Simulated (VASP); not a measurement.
# Ta (Fd-3m) in VASP: a series of runs

The runs below take Ta through single point, relaxation of cell and atoms, with PBE.

All numbers are computed with VASP 6.6.1; they aren't measurements. Logs are shortened: lines on timing, memory, paths and dates and some standing lists are left out, and cuts for length are marked.

## Step 1: The cell of the first run

Symmetry: Fd-3m, No. 227, cubic system. Conventional cell: a = 6.110 Å, b = 6.110 Å, c = 6.110 Å, α = 90.00°, β = 90.00°, γ = 90.00°. Within 3.5 Å of Ta (site symmetry -43m) lie 4 Ta at 2.65 Å.

## Step 2: Single point, PBE

Input file INCAR:

```
SYSTEM = Ta
PREC     = Accurate       ! precision mode
ENCUT    = 520            ! plane-wave cutoff, eV
EDIFF    = 1E-7           ! SCF threshold, eV
ISMEAR   = 0              ! smearing method
SIGMA    = 0.05           ! smearing width, eV
LREAL    = .FALSE.        ! projectors in reciprocal space
LASPH    = .TRUE.         ! aspherical terms in the spheres
NELM     = 60             ! most SCF steps
ALGO     = Normal         ! electronic algorithm
ISIF     = 2              ! what is computed and relaxed
LWAVE    = .FALSE.        ! write WAVECAR
LCHARG   = .TRUE.         ! write CHGCAR
GGA      = PE             ! functional
LELF     = .TRUE.         ! ELF
LVHAR    = .TRUE.       
NBANDS   = 18             ! bands
```

Input file KPOINTS:

```
Automatic mesh
0
G
  7 7 7
  0 0 0
```

Input file POSCAR:

```
Ta
1.0
    0.0000000000      3.0552158919      3.0552158919
    3.0552158919      0.0000000000      3.0552158919
    3.0552158919      3.0552158919      0.0000000000
Ta
2
Direct
    1.0000000000      1.0000000000      1.0000000000
    0.2500000000      0.2500000000      0.2500000000
```

Potentials or basis: VASP PAW PBE potentials, release 64 (Ta_pv).

Started as:

```
$ cat potpaw_PBE.64/Ta_pv/POTCAR > POTCAR
$ mpirun -np 1 vasp_std > vasp.out
```

OUTCAR:

```text
SYSTEM = Ta
   PREC = Accurate
   ENCUT = 520
   EDIFF = 1E-7
   ISMEAR = 0
   LREAL = .FALSE.
   LASPH = .TRUE.
   NELM = 60
   ISIF = 2
   GGA = PE

 ion  position               nearest neighbor table
   1  0.000  0.000  0.000-   2 2.65   2 2.65   2 2.65   2 2.65
   2  0.250  0.250  0.250-   1 2.65   1 2.65   1 2.65   1 2.65

  LATTYP: Found a face centered cubic cell.
 ALAT       =     6.1104317838

  Lattice vectors:

 A1 = (   0.0000000000,   3.0552158919,   3.0552158919)
 A2 = (   3.0552158919,   0.0000000000,   3.0552158919)
 A3 = (   3.0552158919,   3.0552158919,   0.0000000000)

Analysis of symmetry for initial positions (statically):
=====================================================================
 Subroutine PRICEL returns:
 Original cell was already a primitive cell.

 Routine SETGRP: Setting up the symmetry group for a
 face centered cubic supercell.

 Subroutine GETGRP returns: Found 48 space group operations
 (whereof 24 operations were pure point group operations)
 out of a pool of 48 trial point group operations.

The static configuration has the point symmetry T_d .
 The point group associated with its full space group is O_h .

Analysis of symmetry for dynamics (positions and initial velocities):
=====================================================================
 Subroutine PRICEL returns:
 Original cell was already a primitive cell.

 Routine SETGRP: Setting up the symmetry group for a
 face centered cubic supercell.

 Subroutine GETGRP returns: Found 48 space group operations
 (whereof 24 operations were pure point group operations)
 out of a pool of 48 trial point group operations.

The dynamic configuration has the point symmetry T_d .
 The point group associated with its full space group is O_h .

 Subroutine INISYM returns: Found 48 space group operations
 (whereof 24 operations are pure point group operations),
 and found     1 'primitive' translations

----------------------------------------------------------------------------------------

                                     Primitive cell

  volume of cell :      57.0369

  direct lattice vectors                    reciprocal lattice vectors
     0.000000000  3.055215892  3.055215892    -0.163654556  0.163654556  0.163654556
     3.055215892  0.000000000  3.055215892     0.163654556 -0.163654556  0.163654556
     3.055215892  3.055215892  0.000000000     0.163654556  0.163654556 -0.163654556

  length of vectors
     4.320727750  4.320727750  4.320727750     0.283458006  0.283458006  0.283458006

  position of ions in fractional coordinates (direct lattice)
     0.000000000  0.000000000  0.000000000
     0.250000000  0.250000000  0.250000000

  ion indices of the primitive-cell ions
   primitive index   ion index
                 1           1
                 2           2

----------------------------------------------------------------------------------------

 KPOINTS: Automatic mesh

Automatic generation of k-mesh.
 Grid dimensions read from file:
 generate k-points for:    7    7    7

 Generating k-lattice:

  Cartesian coordinates                     Fractional coordinates (reciprocal lattice)
    -0.023379222  0.023379222  0.023379222     0.142857143  0.000000000  0.000000000
     0.023379222 -0.023379222  0.023379222     0.000000000  0.142857143  0.000000000
     0.023379222  0.023379222 -0.023379222     0.000000000  0.000000000  0.142857143

  Length of vectors
     0.040494001  0.040494001  0.040494001

  Shift w.r.t. Gamma in fractional coordinates (k-lattice)
     0.000000000  0.000000000  0.000000000

 Subroutine IBZKPT returns following result:
 ===========================================

 Found     20 irreducible k-points:

 Following reciprocal coordinates:
            Coordinates               Weight
  0.000000  0.000000  0.000000      1.000000
  0.142857  0.000000  0.000000      8.000000
  0.285714  0.000000  0.000000      8.000000
  0.428571  0.000000  0.000000      8.000000
  0.142857  0.142857  0.000000      6.000000
  0.285714  0.142857  0.000000     24.000000
[... 12 lines left out ...]
 -0.428571  0.428571  0.142857     24.000000
 -0.285714  0.428571  0.142857     24.000000
   k-points           NKPTS =     20   k-points in BZ     NKDIM =     20   number of bands    NBANDS=     18
   number of dos      NEDOS =    301   number of ions     NIONS =      2
   total plane-waves  NPLWV =  32768
   dimension x,y,z NGX =    32 NGY =   32 NGZ =   32
   dimension x,y,z NGXF=    64 NGYF=   64 NGZF=   64
   ions per type =               2
   NGX,Y,Z   is equivalent  to a cutoff of  12.31, 12.31, 12.31 a.u.
   NGXF,Y,Z  is equivalent  to a cutoff of  24.62, 24.62, 24.62 a.u.
 SYSTEM =  Ta
   PREC   = accura    normal or accurate (medium, high low for compatibility)
   ISTART =      0    job   : 0-new  1-cont  2-samecut
   ICHARG =      2    charge: 1-file 2-atom 10-const
   ISPIN  =      1    spin polarized calculation?
   LNONCOLLINEAR =      F non collinear calculations
   LSORBIT =      F    spin-orbit coupling
   LASPH  =      T    aspherical Exc in radial PAW
   ENCUT  =  520.0 eV  38.22 Ry    6.18 a.u.   8.03  8.03  8.03*2*pi/ulx,y,z
   NELM   =     60;   NELMIN=  2; NELMDL= -5     # of ELM steps
   EDIFF  = 0.1E-06   stopping-criterion for ELM
   LREAL  =      F    real-space projection
   EDIFFG = 0.1E-05   stopping-criterion for IOM
   NSW    =      0    number of steps for IOM
   IBRION =     -1    ionic relax: 0-MD 1-quasi-New 2-CG
   NFREE  =      0    steps in history (QN), initial steepest desc. (CG)
   ISIF   =      2    stress and relaxation
   ISYM   =      2    0-nonsym 1-usesym 2-fastsym
   POTIM  = 0.5000    time-step for ionic-motion
   TEBEG  =    0.0;   TEEND  =   0.0 temperature during run
   PSTRESS=    0.0 pullay stress
   NELECT =      22.0000    total number of electrons
   NUPDOWN=      -1.0000    fix difference up-down
   EMIN   =  10.00;   EMAX   =-10.00  energy-range for DOS
   EFERMI =   0.00;   METHOD = LEGACY
   ISMEAR =     0;   SIGMA  =   0.05  broadening in eV -4-tet -1-fermi 0-gaus
   EFERMI_NEDOS =   21; number of points for ismear=-14 and -15
   IALGO  =     38    algorithm
   IMIX   =      4    mixing-type and parameters
     AMIX     =   0.40;   BMIX     =  1.00
     AMIX_MAG =   1.60;   BMIX_MAG =  1.00
  volume/ion in A,a.u.               =      28.52       192.45
  Fermi-wavevector in a.u.,A,eV,Ry     =   1.191691  2.251970 19.322021  1.420129
  Thomas-Fermi vector in A             =   2.327747
   LORBIT       =      0    0 simple, 1 ext, 2 COOP (PROOUT), +10 PAW based schemes
   GGA     = PE    functional components
   LHFCALC =     F    Hartree Fock is set to
   AEXX    =    0.0000 exact exchange contribution
   IVDW    =     0    specifies the selected vdW correction
   LEPSILON=     F    determine dielectric tensor
   LRPA    =     F    only Hartree local field effects (RPA)
 non-spin polarized calculation
 Gauss-broadening in eV      SIGMA  =   0.05
  energy-cutoff  :      520.00
  volume of cell :       57.04
 maximum number of plane-waves:      1550
   NGX = 17   NGY = 17   NGZ = 17

 number of electron      22.0000002 magnetization

 Free energy of the ion-electron system (eV)
  ---------------------------------------------------
  ext. energy  EPLUGINS =         0.00000000
  ---------------------------------------------------
  free energy    TOTEN  =       -17.87344454 eV

  energy without entropy =      -17.87040577  energy(sigma->0) =      -17.87192516

 E-fermi :   1.9150     XC(G=0):  -9.9986

 val. band max:        1.8901411433   @ k =  -0.2857   0.4286   0.1429
 cond. band min:       1.9702704632   @ k =   0.1429   0.0000   0.0000
 fundamental gap:      0.0801293199
 Fermi energy:         1.9150163264

 k-point     1 :       0.0000    0.0000    0.0000
  band No.  band energies     occupation
      1     -32.1728      2.00000
      2     -32.1728      2.00000
      3     -32.1728      2.00000
      4     -31.3855      2.00000
      5     -31.3855      2.00000
      6     -31.3855      2.00000
[... 10 lines left out ...]
     17       7.7419      0.00000
     18      11.8493      0.00000

 k-point     2 :       0.1429    0.0000    0.0000
  band No.  band energies     occupation
      1     -32.1904      2.00000
      2     -32.1904      2.00000
      3     -32.1703      2.00000
      4     -31.3909      2.00000
      5     -31.3669      2.00000
      6     -31.3669      2.00000
[... 10 lines left out ...]
     17       7.6657      0.00000
     18      11.4647      0.00000

 k-point     3 :       0.2857    0.0000    0.0000
  band No.  band energies     occupation
      1     -32.2272      2.00000
      2     -32.2272      2.00000
      3     -32.1654      2.00000
      4     -31.4021      2.00000
      5     -31.3276      2.00000
      6     -31.3276      2.00000
[... 10 lines left out ...]
     17       7.3744      0.00000
     18       9.2238      0.00000

 k-point     4 :       0.4286    0.0000    0.0000
  band No.  band energies     occupation
      1     -32.2545      2.00000
      2     -32.2545      2.00000
      3     -32.1621      2.00000
      4     -31.4102      2.00000
      5     -31.2982      2.00000
      6     -31.2982      2.00000
[... 291 lines left out ...]
      4     -31.5873      2.00000
      5     -31.2550      2.00000
      6     -31.2125      2.00000
[... 10 lines left out ...]
     17       7.3342      0.00000
     18       7.4602      0.00000

 k-point    19 :      -0.4286    0.4286    0.1429
  band No.  band energies     occupation
      1     -32.3461      2.00000
      2     -32.3322      2.00000
      3     -31.8813      2.00000
      4     -31.6977      2.00000
      5     -31.2172      2.00000
      6     -31.2041      2.00000
[... 10 lines left out ...]
     17       7.3404      0.00000
     18       7.6904      0.00000

 k-point    20 :      -0.2857    0.4286    0.1429
  band No.  band energies     occupation
      1     -32.3578      2.00000
      2     -32.3266      2.00000
      3     -31.8721      2.00000
      4     -31.7039      2.00000
      5     -31.2234      2.00000
      6     -31.1948      2.00000
[... 10 lines left out ...]
     17       7.2816      0.00000
     18       7.3972      0.00000

------------------------ aborting loop because EDIFF is reached ----------------------------------------

  FORCE on cell =-STRESS in cart. coord.  units (eV):
  Direction    XX          YY          ZZ          XY          YZ          ZX
  --------------------------------------------------------------------------------------
  -------------------------------------------------------------------------------------
  Total        0.0186396      0.0186396      0.0186396      0.0000000     -0.0000000      0.0000000
  in kB        0.5235915      0.5235915      0.5235915      0.0000000     -0.0000000      0.0000000
  external PRESSURE =       0.5235915 kB  Pullay stress =       0.0000000 kB

 VOLUME and BASIS-vectors are now :
 -----------------------------------------------------------------------------
  energy-cutoff  :      520.00
  volume of cell :       57.04
      direct lattice vectors                 reciprocal lattice vectors
     0.000000000  3.055215892  3.055215892    -0.163654556  0.163654556  0.163654556
     3.055215892  0.000000000  3.055215892     0.163654556 -0.163654556  0.163654556
     3.055215892  3.055215892  0.000000000     0.163654556  0.163654556 -0.163654556

 POSITION                                       TOTAL-FORCE (eV/Angst)
 -----------------------------------------------------------------------------------
      0.00000      0.00000      0.00000        -0.000000     -0.000000     -0.000000
      1.52761      1.52761      1.52761         0.000000      0.000000      0.000000
 -----------------------------------------------------------------------------------
    total drift:                               -0.000000      0.000000      0.000000

  FREE ENERGIE OF THE ION-ELECTRON SYSTEM (eV)
  ---------------------------------------------------
  free  energy   TOTEN  =       -17.8734445373 eV

  energy  without entropy=      -17.8704057731  energy(sigma->0) =      -17.87192516
```

Run time: 33 s. Hardware: 1 thread of Intel Xeon Platinum 8259CL at 2.50GHz (Skylake/Cascade Lake), shared host; peak memory 0.17 GiB.

Results:

```
Free energy            : -17.8734 eV
Pressure               : 0.1 GPa
Band gap on the k mesh : zero (band 11 reaches 2.13 eV, above the bottom of band 12 at 1.68 eV)
```

Levels at points of the mesh, in eV from the Fermi level:
```tsv
k point	band 7	band 8	band 9	band 10	band 11	band 12	band 13	band 14	band 15	band 16
(0.00, 0.00, 0.00)	-5.50	-0.89	-0.89	-0.23	-0.23	-0.23	2.06	2.06	2.06	5.83
```

Caveat: spin-orbit coupling is left out, which moves the levels of the heavy elements.

## Step 3: Relaxation of cell and atoms, PBE

Input file INCAR:

```
SYSTEM = Ta
PREC = Accurate ; ENCUT = 600
EDIFF = 1E-6 ; ISMEAR = 0
SIGMA = 0.05 ; LREAL = .False.
LASPH = .True. ; NELM = 100
ALGO = Normal ; ISIF = 3
LWAVE = .False. ; LCHARG = .False.
GGA = PE ; IBRION = 2
NSW = 80 ; EDIFFG = -0.03
```

Input file KPOINTS:

```
regular mesh
0
Gamma
  7 7 7
  0 0 0
```

Input file POSCAR:

```
Ta
1.0
    0.0000000000      3.0532680384      3.0532680384
    3.0532680384      0.0000000000      3.0532680384
    3.0532680384      3.0532680384      0.0000000000
Ta
2
Direct
    1.0000000000      1.0000000000      1.0000000000
    0.2500000000      0.2500000000      0.2500000000
```

Potentials or basis: VASP PAW PBE potentials, release 64 (Ta_pv).

Started as:

```
$ cat potpaw_PBE.64/Ta_pv/POTCAR > POTCAR
$ mpirun -np 1 vasp_std > vasp.out
```

Run time: 33 s. Hardware: 1 thread of Intel Xeon Platinum 8259CL at 2.50GHz (Skylake/Cascade Lake), shared host; peak memory 0.2 GiB.

Results (log left out):

```
Free energy                            : -17.8737 eV
Relaxed volume                         : 28.55 Å³/atom
Relaxed cell                           : a = 4.322 Å, b = 4.322 Å, c = 4.322 Å, α = 60.00°, β = 60.00°, γ = 60.00°
Space group after relaxing (to 0.05 Å) : Fd-3m (No. 227)
Energy gained by relaxing              : 0.0 meV/atom
Ionic steps                            : 3
Pressure after relaxing                : 0.0 GPa
Band gap on the k mesh                 : zero (band 11 reaches 2.13 eV, above the bottom of band 12 at 1.68 eV)
```

Final structure:
```yaml
crystal:
  lattice:
    - [0.00000, 3.05617, 3.05617]
    - [3.05617, 0.00000, 3.05617]
    - [3.05617, 3.05617, 0.00000]
  atoms:
    - { symbol: Ta, position: [0.00000, 0.00000, 0.00000] }
    - { symbol: Ta, position: [0.25000, 0.25000, 0.25000] }
```

Levels at points of the mesh, in eV from the Fermi level:
| k point | band 7 | band 8 | band 9 | band 10 | band 11 | band 12 | band 13 | band 14 | band 15 |
| --- | --- | --- | --- | --- | --- | --- | --- | --- | --- |
| (0.00, 0.00, 0.00) | -5.50 | -0.88 | -0.88 | -0.23 | -0.23 | -0.23 | 2.06 | 2.06 | 2.06 |

Caveat: spin-orbit coupling is left out, which moves the levels of the heavy elements.
